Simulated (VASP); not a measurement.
# Te (P6_3/mmc) in VASP: a series of runs

The runs below take Te through single point, relaxation of cell and atoms, with PBEsol.

All numbers are computed with VASP 6.6.1; they aren't measurements. Logs are shortened: lines on timing, memory, paths and dates and some standing lists are left out, and cuts for length are marked.

## 1. The cell of the first run

The structure is hexagonal, space group P6_3/mmc (No. 194). The conventional cell has a = 3.896 Å, b = 3.896 Å, c = 4.432 Å, α = 90.00°, β = 90.00°, γ = 120.00°. Te (site symmetry -6m2) has 12 Te at 3.16 to 3.90 Å within 4.2 Å.

This isn't the form of Te at room conditions, which is trigonal, of chains.

## 2. Single point, PBEsol

INCAR reads:

```
PREC = Accurate ; ENCUT = 520
EDIFF = 1E-7 ; ISMEAR = -1
SIGMA = 0.02 ; LREAL = False
LASPH = True ; NELM = 80
ALGO = Normal ; ISIF = 2
LWAVE = False ; LCHARG = False
GGA = PS ; NBANDS = 13
```

KPOINTS reads:

```
Automatic mesh
0
Gamma
  9 9 5
```

POSCAR reads:

```
Te
1.0
    3.8957635730      0.0000000000      0.0000000000
   -1.9478817865      3.3738302213      0.0000000000
    0.0000000000      0.0000000000      4.4318354662
Te
2
Direct
    0.3333333333      0.6666666667      0.2500000000
    0.6666666667      0.3333333333      0.7500000000
```

Potentials or basis: VASP PAW PBE potentials, release 64 (Te).

Command:

```bash
cat potpaw_PBE.64/Te/POTCAR > POTCAR
mpirun -np 1 vasp_std > vasp.out
```

OUTCAR:

```text
PREC = Accurate
   ENCUT = 520
   EDIFF = 1E-7
   ISMEAR = -1
   LREAL = False
   LASPH = True
   NELM = 80
   ISIF = 2
   GGA = PS

 ion  position               nearest neighbor table
   1  0.333  0.667  0.250-   2 3.16   2 3.16   2 3.16   2 3.16   2 3.16   2 3.16
   2  0.667  0.333  0.750-   1 3.16   1 3.16   1 3.16   1 3.16   1 3.16   1 3.16

  LATTYP: Found a hexagonal cell.
 ALAT       =     3.8957635730
 C/A-ratio  =     1.1376038056

  Lattice vectors:

 A1 = (   3.8957635730,   0.0000000000,   0.0000000000)
 A2 = (  -1.9478817865,   3.3738302213,   0.0000000000)
 A3 = (   0.0000000000,   0.0000000000,   4.4318354662)

Analysis of symmetry for initial positions (statically):
=====================================================================
 Subroutine PRICEL returns:
 Original cell was already a primitive cell.

 Routine SETGRP: Setting up the symmetry group for a
 hexagonal supercell.

 Subroutine GETGRP returns: Found 24 space group operations
 (whereof 12 operations were pure point group operations)
 out of a pool of 24 trial point group operations.

The static configuration has the point symmetry D_3d.
 The point group associated with its full space group is D_6h.

Analysis of symmetry for dynamics (positions and initial velocities):
=====================================================================
 Subroutine PRICEL returns:
 Original cell was already a primitive cell.

 Routine SETGRP: Setting up the symmetry group for a
 hexagonal supercell.

 Subroutine GETGRP returns: Found 24 space group operations
 (whereof 12 operations were pure point group operations)
 out of a pool of 24 trial point group operations.

The dynamic configuration has the point symmetry D_3d.
 The point group associated with its full space group is D_6h.

 Subroutine INISYM returns: Found 24 space group operations
 (whereof 12 operations are pure point group operations),
 and found     1 'primitive' translations

----------------------------------------------------------------------------------------

                                     Primitive cell

  volume of cell :      58.2505

  direct lattice vectors                    reciprocal lattice vectors
     3.895763573  0.000000000  0.000000000     0.256689088  0.148199514  0.000000000
    -1.947881786  3.373830221  0.000000000     0.000000000  0.296399029  0.000000000
     0.000000000  0.000000000  4.431835466     0.000000000  0.000000000  0.225640146

  length of vectors
     3.895763573  3.895763573  4.431835466     0.296399029  0.296399029  0.225640146

  position of ions in fractional coordinates (direct lattice)
     0.333333333  0.666666667  0.250000000
     0.666666667  0.333333333  0.750000000

  ion indices of the primitive-cell ions
   primitive index   ion index
                 1           1
                 2           2

----------------------------------------------------------------------------------------

 KPOINTS: Automatic mesh

Automatic generation of k-mesh.
 Grid dimensions read from file:
 generate k-points for:    9    9    5

 Generating k-lattice:

  Cartesian coordinates                     Fractional coordinates (reciprocal lattice)
     0.028521010  0.016466613  0.000000000     0.111111111 -0.000000000  0.000000000
     0.000000000  0.032933225  0.000000000     0.000000000  0.111111111  0.000000000
     0.000000000  0.000000000  0.045128029     0.000000000  0.000000000  0.200000000

  Length of vectors
     0.032933225  0.032933225  0.045128029

  Shift w.r.t. Gamma in fractional coordinates (k-lattice)
     0.000000000  0.000000000  0.000000000

 Subroutine IBZKPT returns following result:
 ===========================================

 Found     36 irreducible k-points:

 Following reciprocal coordinates:
            Coordinates               Weight
  0.000000  0.000000  0.000000      1.000000
  0.111111  0.000000  0.000000      6.000000
  0.222222  0.000000  0.000000      6.000000
  0.333333  0.000000  0.000000      6.000000
  0.444444  0.000000  0.000000      6.000000
  0.111111  0.111111  0.000000      6.000000
[... 16 lines left out ...]
  0.333333  0.222222  0.200000     24.000000
  0.333333  0.333333  0.200000      4.000000
 [... further k-points ...]
   k-points           NKPTS =     36   k-points in BZ     NKDIM =     36   number of bands    NBANDS=     13
   number of dos      NEDOS =    301   number of ions     NIONS =      2
   total plane-waves  NPLWV =  32400
   dimension x,y,z NGX =    30 NGY =   30 NGZ =   36
   dimension x,y,z NGXF=    60 NGYF=   60 NGZF=   72
   ions per type =               2
   NGX,Y,Z   is equivalent  to a cutoff of  12.80, 12.80, 13.50 a.u.
   NGXF,Y,Z  is equivalent  to a cutoff of  25.60, 25.60, 27.01 a.u.
 SYSTEM =  unknown system
   PREC   = accura    normal or accurate (medium, high low for compatibility)
   ISTART =      0    job   : 0-new  1-cont  2-samecut
   ICHARG =      2    charge: 1-file 2-atom 10-const
   ISPIN  =      1    spin polarized calculation?
   LNONCOLLINEAR =      F non collinear calculations
   LSORBIT =      F    spin-orbit coupling
   LASPH  =      T    aspherical Exc in radial PAW
   ENCUT  =  520.0 eV  38.22 Ry    6.18 a.u.   7.24  7.24  8.24*2*pi/ulx,y,z
   NELM   =     80;   NELMIN=  2; NELMDL= -5     # of ELM steps
   EDIFF  = 0.1E-06   stopping-criterion for ELM
   LREAL  =      F    real-space projection
   EDIFFG = 0.1E-05   stopping-criterion for IOM
   NSW    =      0    number of steps for IOM
   IBRION =     -1    ionic relax: 0-MD 1-quasi-New 2-CG
   NFREE  =      0    steps in history (QN), initial steepest desc. (CG)
   ISIF   =      2    stress and relaxation
   ISYM   =      2    0-nonsym 1-usesym 2-fastsym
   POTIM  = 0.5000    time-step for ionic-motion
   TEBEG  =    0.0;   TEEND  =   0.0 temperature during run
   PSTRESS=    0.0 pullay stress
   NELECT =      12.0000    total number of electrons
   NUPDOWN=      -1.0000    fix difference up-down
   EMIN   =  10.00;   EMAX   =-10.00  energy-range for DOS
   EFERMI =   0.00;   METHOD = LEGACY
   ISMEAR =    -1;   SIGMA  =   0.02  broadening in eV -4-tet -1-fermi 0-gaus
   EFERMI_NEDOS =   21; number of points for ismear=-14 and -15
   IALGO  =     38    algorithm
   IMIX   =      4    mixing-type and parameters
     AMIX     =   0.40;   BMIX     =  1.00
     AMIX_MAG =   1.60;   BMIX_MAG =  1.00
  volume/ion in A,a.u.               =      29.13       196.55
  Fermi-wavevector in a.u.,A,eV,Ry     =   0.966872  1.827122 12.719277  0.934841
  Thomas-Fermi vector in A             =   2.096710
   LORBIT       =      0    0 simple, 1 ext, 2 COOP (PROOUT), +10 PAW based schemes
   GGA     = PS    functional components
   LHFCALC =     F    Hartree Fock is set to
   AEXX    =    0.0000 exact exchange contribution
   IVDW    =     0    specifies the selected vdW correction
   LEPSILON=     F    determine dielectric tensor
   LRPA    =     F    only Hartree local field effects (RPA)
 non-spin polarized calculation
  energy-cutoff  :      520.00
  volume of cell :       58.25
 maximum number of plane-waves:      1606
 NGX is ok and might be reduce to    30
   NGX = 15   NGY = 15   NGZ = 17

 number of electron      11.9999999 magnetization

 Free energy of the ion-electron system (eV)
  ---------------------------------------------------
  ext. energy  EPLUGINS =         0.00000000
  ---------------------------------------------------
  free energy    TOTEN  =        -6.79641204 eV

  energy without entropy =       -6.79495924  energy(sigma->0) =       -6.79568564

 E-fermi :   7.5736     XC(G=0): -10.0039

 val. band max:        7.5510680700   @ k =   0.2222   0.0000   0.0000
 cond. band min:       7.6339106273   @ k =   0.1111   0.0000   0.4000
 fundamental gap:      0.0828425573
 Fermi energy:         7.5736157175

 k-point     1 :       0.0000    0.0000    0.0000
  band No.  band energies     occupation
      1      -6.5700      2.00000
      2      -1.1120      2.00000
      3       2.4803      2.00000
      4       6.0144      2.00000
      5       6.0144      2.00000
      6       8.7484      0.00000
      7       8.7484      0.00000
      8      10.7343      0.00000
      9      11.3566      0.00000
     10      13.6576      0.00000
     11      15.5956      0.00000
     12      15.5956      0.00000
     13      16.9406      0.00000

 k-point     2 :       0.1111    0.0000    0.0000
  band No.  band energies     occupation
      1      -6.4353      2.00000
      2      -1.1966      2.00000
      3       2.6292      2.00000
      4       5.3922      2.00000
      5       5.7003      2.00000
      6       8.3559      0.00000
      7       9.0549      0.00000
      8      10.7769      0.00000
      9      11.3999      0.00000
     10      13.8867      0.00000
     11      15.4770      0.00000
     12      15.5679      0.00000
     13      16.5430      0.00000

 k-point     3 :       0.2222    0.0000    0.0000
  band No.  band energies     occupation
      1      -6.0411      2.00000
      2      -1.5174      2.00000
      3       3.0654      2.00000
      4       4.3950      2.00000
      5       5.1173      2.00000
      6       7.5511      1.51071
      7       9.4980      0.00000
      8       9.5321      0.00000
      9      11.9416      0.00000
     10      13.9105      0.00000
     11      15.9257      0.00000
     12      15.9288      0.00000
     13      16.0573      0.00000

 k-point     4 :       0.3333    0.0000    0.0000
  band No.  band energies     occupation
      1      -5.4300      2.00000
      2      -2.1540      2.00000
      3       3.7438      2.00000
      4       3.7905      2.00000
      5       4.6277      2.00000
      6       6.8224      2.00000
      7       8.0848      0.00000
      8       9.7700      0.00000
      9      11.0509      0.00000
     10      15.2651      0.00000
     11      15.4668      0.00000
     12      15.7475      0.00000
     13      16.7075      0.00000

 k-point     5 :       0.4444    0.0000    0.0000
  band No.  band energies     occupation
      1      -4.7718      2.00000
      2      -2.8920      2.00000
      3       3.6118      2.00000
      4       4.3620      2.00000
      5       4.4737      2.00000
      6       6.3796      2.00000
      7       6.9488      2.00000
      8       9.8187      0.00000
      9      10.4408      0.00000
     10      14.8494      0.00000
     11      15.2280      0.00000
     12      16.3393      0.00000
     13      18.1795      0.00000
[... 257 lines left out ...]
 k-point    22 :       0.2222    0.2222    0.2000
  band No.  band energies     occupation
      1      -4.8282      2.00000
      2      -2.6199      2.00000
      3       2.5804      2.00000
      4       3.2660      2.00000
      5       5.1294      2.00000
      6       6.9702      2.00000
      7       7.6981      0.00395
      8       9.5697      0.00000
      9      13.2942      0.00000
     10      13.4871      0.00000
     11      15.1105      0.00000
     12      17.0529      0.00000
     13      17.2091      0.00000

 k-point    23 :       0.3333    0.2222    0.2000
  band No.  band energies     occupation
      1      -4.1961      2.00000
      2      -3.1022      2.00000
      3       2.5352      2.00000
      4       3.1432      2.00000
      5       4.1753      2.00000
      6       7.2058      2.00000
      7       7.6714      0.01498
      8       9.1686      0.00000
      9      13.1262      0.00000
     10      14.1930      0.00000
     11      15.4890      0.00000
     12      16.7820      0.00000
     13      17.9240      0.00000

 k-point    24 :       0.3333    0.3333    0.2000
  band No.  band energies     occupation
      1      -3.6139      2.00000
      2      -3.6139      2.00000
      3       2.4262      2.00000
      4       3.5167      2.00000
      5       3.5167      2.00000
      6       6.8431      2.00000
      7       8.5200      0.00000
      8       8.5200      0.00000
      9      14.0966      0.00000
     10      14.7223      0.00000
     11      15.3860      0.00000
     12      15.3860      0.00000
     13      18.9577      0.00000

 [... further k-points ...]

------------------------ aborting loop because EDIFF is reached ----------------------------------------

  FORCE on cell =-STRESS in cart. coord.  units (eV):
  Direction    XX          YY          ZZ          XY          YZ          ZX
  --------------------------------------------------------------------------------------
  -------------------------------------------------------------------------------------
  Total        0.0098162      0.0098162      0.0163348      0.0000000     -0.0000000      0.0000000
  in kB        0.2699953      0.2699953      0.4492890      0.0000000     -0.0000000      0.0000000
  external PRESSURE =       0.3297599 kB  Pullay stress =       0.0000000 kB

 VOLUME and BASIS-vectors are now :
 -----------------------------------------------------------------------------
  energy-cutoff  :      520.00
  volume of cell :       58.25
      direct lattice vectors                 reciprocal lattice vectors
     3.895763573  0.000000000  0.000000000     0.256689088  0.148199514  0.000000000
    -1.947881786  3.373830221  0.000000000     0.000000000  0.296399029  0.000000000
     0.000000000  0.000000000  4.431835466     0.000000000  0.000000000  0.225640146

 POSITION                                       TOTAL-FORCE (eV/Angst)
 -----------------------------------------------------------------------------------
     -0.00000      2.24922      1.10796        -0.000000      0.000000      0.000000
      1.94788      1.12461      3.32388         0.000000     -0.000000      0.000000
 -----------------------------------------------------------------------------------
    total drift:                               -0.000000      0.000000     -0.000000

  FREE ENERGIE OF THE ION-ELECTRON SYSTEM (eV)
  ---------------------------------------------------
  free  energy   TOTEN  =        -6.7964120408 eV

  energy  without entropy=       -6.7949592374  energy(sigma->0) =       -6.79568564
```

Wall time 43 s (1 thread of AMD EPYC 7R13, shared host); peak memory 0.16 GiB.

What came out:

* Free energy: -6.7964 eV
* Pressure: 0.0 GPa
* Band gap on the k mesh: zero (bands 6 and 7 overlap by 2.82 eV)

Levels at points of the mesh, in eV from the Fermi level:
| k point | band 4 | band 5 | band 6 | band 7 | band 8 | band 9 |
| --- | --- | --- | --- | --- | --- | --- |
| (0.00, 0.00, 0.00) | -1.56 | -1.56 | 1.17 | 1.17 | 3.16 | 3.78 |

Caveat: the PAW data sets were made with another functional, which shifts forces and pressure a little; spin-orbit coupling is left out, which moves the levels of the heavy elements.

(Part 1 of 2 ends here.)
